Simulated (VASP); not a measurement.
Input of a VASP 6.6.1 run:

Contents of INCAR:

```
PREC     = Accurate       # precision mode
ENCUT    = 520            # plane-wave cutoff, eV
EDIFF    = 1E-6           # SCF threshold, eV
ISMEAR   = 0              # smearing method
SIGMA    = 0.1            # smearing width, eV
LREAL    = F              # projectors in reciprocal space
LASPH    = T              # aspherical terms in the spheres
NELM     = 150            # most SCF steps
ALGO     = Normal         # electronic algorithm
ISIF     = 2              # what is computed and relaxed
LWAVE    = F              # write WAVECAR
LCHARG   = F              # write CHGCAR
ISPIN    = 2              # spin polarisation
MAGMOM   = 1 1            # initial moments
LORBIT   = 11             # projections on sites
GGA      = PE             # functional
NBANDS   = 15             # bands
```

KPOINTS

```
Automatic mesh
0
Gamma
  12 12 4
```

File POSCAR:

```
C
1.0
    2.4667601286      0.0000000000      0.0000000000
   -1.2333800643      2.1362769364      0.0000000000
    0.0000000000      0.0000000000      4.0152579260
C
2
Direct
    0.6666666667      0.3333333333      0.5000000000
    0.3333333333      0.6666666667      0.5000000000
```

Potentials or basis: VASP PAW PBE potentials, release 64 (C).

Launch:

```console
$ cat potpaw_PBE.64/C/POTCAR > POTCAR
$ mpirun -np 1 vasp_std > vasp.out
```

**Question.** Estimate the net moment.

**Answer.** 0.00 μB per cell.

**Question.** Estimate the band gap on the k mesh.

**Answer.** Zero (filled and empty bands overlap).

**Question.** Predict the pressure.

**Answer.** 0.4 GPa.

Stress tensor (GPa, compression positive):
```
0.47 0.00 0.00
0.00 0.47 0.00
0.00 0.00 0.36
```

Caveat: the k points lie up to 0.39 Å⁻¹ apart; this functional lacks dispersion, which binds the layers, so the pressure and a relaxed spacing across them are unreliable.
